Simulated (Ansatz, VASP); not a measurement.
# V in VASP and in Ansatz

POSCAR

```
V
1.0
   -1.4917693513      1.4917693513      1.4917693513
    1.4917693513     -1.4917693513      1.4917693513
    1.4917693513      1.4917693513     -1.4917693513
V
1
Direct
    0.0000000000      0.0000000000      0.0000000000
```

INCAR.step1

```
SYSTEM = V
  PREC = Accurate
  ENCUT = 520
  ISMEAR = -1
  SIGMA = 0.1
  LREAL = .FALSE.
  LASPH = .TRUE.
  NELM = 100
  NBANDS = 12
  GGA = PE
  ALGO = Normal
  EDIFF = 1E-4
  LWAVE = .TRUE.
  LCHARG = .FALSE.
```

Contents of INCAR.step2:

```
SYSTEM = V
  PREC = Accurate
  ENCUT = 520
  EDIFF = 1E-6
  ISMEAR = -1
  SIGMA = 0.1
  LREAL = .FALSE.
  LASPH = .TRUE.
  NELM = 100
  ALGO = Normal
  ISIF = 2
  LWAVE = .FALSE.
  LCHARG = .TRUE.
  METAGGA = R2SCAN
  LMIXTAU = .TRUE.
  LELF = .TRUE.
  LVHAR = .TRUE.
  NBANDS = 12
  ISTART = 1
```

The input KPOINTS:

```
Automatic mesh
0
G
  7 7 7
  0 0 0
```

Input for Ansatz:

```yaml
crystal:
  lattice:
    - [-1.4917693513, 1.4917693513, 1.4917693513]
    - [1.4917693513, -1.4917693513, 1.4917693513]
    - [1.4917693513, 1.4917693513, -1.4917693513]
  atoms:
    - { symbol: V, position: [0.0, 0.0, 0.0] }
hamiltonian:
  xc: r2scan
  pseudopotentials:
    kind: paw
    azcp:
      V: "pseudopotentials/V.paw.azcp"
basis:
  ecutwfc: 500
  fft_grid_basis: typed
kpoints:
  mp_grid: { grid: [7, 7, 7], shift: [0, 0, 0] }
magnetization:
  spin_polarized: false
scf:
  occupations: { method: fermi_dirac, width: 0.1 }
  lower_state_search: "off"
output:
  stress: true
  write_density: true
  write_potential: true
  elf: true
  volumetric_format: npy
```

Alike in both runs: task single point; functional r2SCAN; k mesh 7 × 7 × 7; occupations fermi-dirac, width 0.1 eV; no spin polarisation.

|  | VASP | Ansatz |
| --- | --- | --- |
| version | VASP 6.6.1 | Ansatz 0.2.0 |
| potentials or method | VASP PAW PBE potentials, release 64 (V_sv), cutoff 520 eV | plane waves (500 eV) with PAW, scalar-relativistic |
| valence electrons in the cell | 13 | 13 |

Ansatz gave:

- pressure (GPa): 0.2

Q: Estimate VASP's values.

A: Pressure (GPa): 0.9.

VASP's potentials were made for PBE, not for r2SCAN.

The k mesh is coarse, so the values compare programs but aren't converged.
